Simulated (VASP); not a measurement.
Runs of VASP 6.6.1 on InSe2. The structure is that of space group P4/nmm (No. 129), or close to it. The cells are those of the table. 

```csv
cell,gap on the mesh (eV),pressure (GPa),largest force (eV/Å)
"a = 3.581, b = 3.581, c = 9.999 Å, 6 atoms",none,(a),0.98
"a = 3.708, b = 3.708, c = 10.354 Å, 6 atoms",none,6.6,0.49
"a = 4.086, b = 4.086, c = 8.527 Å, 6 atoms",none,-1.2,0.40
"a = 3.851, b = 3.851, c = 8.645 Å, 6 atoms",none,7.1,0.12
"a = 3.850, b = 3.850, c = 8.333 Å, 6 atoms",none,(b),0.15
```

Alike in all rows: task single point; level PBE; potentials or basis VASP PAW PBE potentials, release 64 (In_d, Se); no spin polarisation; k mesh 12 × 12 × 6; cutoff (eV) 500; smearing gaussian 0.15 eV.

Question: Fill in the values left out.

Answer: (a) 17.0; (b) 10.2.

Caveats: spin-orbit coupling is left out, which moves the levels of the heavy elements; the stress differs along the axes, from 2 to 25 GPa (at least some runs); the stress differs along the axes, from -1 to 10 GPa (at least some runs); the stress differs along the axes, from -4 to 4 GPa (at least some runs); the cell stands under pressure (at least some runs); the stress differs along the axes, from 8 to 14 GPa (at least some runs).

A k mesh can miss the band edges, and the runs leave out spin-orbit coupling on In, Se.

A gap of «none» marks levels without a gap at the run's occupations.
